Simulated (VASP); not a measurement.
A run of VASP 6.6.1 is set up as follows.

INCAR

```
SYSTEM = SiO
PREC = Accurate ; ENCUT = 600
EDIFF = 1E-6 ; ISMEAR = -1
SIGMA = 0.05 ; LREAL = .False.
LASPH = .True. ; NELM = 100
ALGO = Normal ; ISIF = 3
LWAVE = .False. ; LCHARG = .False.
GGA = PS ; IBRION = 2
NSW = 60 ; EDIFFG = -0.01
```

The input KPOINTS:

```
regular mesh
0
Gamma
  9 9 9
  0 0 0
```

Contents of POSCAR:

```
SiO
1.0
    2.8069700000      0.0000000000      0.0000000000
    0.0000000000      2.8069700000      0.0000000000
    0.0000000000      0.0000000000      2.8069700000
Si O
1 1
Direct
    0.0000000000      0.0000000000      0.0000000000
    0.5000000000      0.5000000000      0.5000000000
```

Potentials or basis: VASP PAW PBE potentials, release 64 (Si, O).

Command:

```bash
$ cat potpaw_PBE.64/Si/POTCAR potpaw_PBE.64/O/POTCAR > POTCAR
$ mpirun -np 1 vasp_std > vasp.out
```

(1) Estimate the band gap on the k mesh.

(2) Estimate the relaxed cell.

(3) Predict the relaxed volume.

## Answers

(1) zero (band 5 reaches 8.66 eV, above the bottom of band 6 at 7.89 eV).

(2) a = 2.772 Å, b = 2.772 Å, c = 2.772 Å, α = 90.00°, β = 90.00°, γ = 90.00°.

(3) 10.65 Å³/atom.

Caveat: the PAW data sets were made with another functional, which shifts forces and pressure a little.
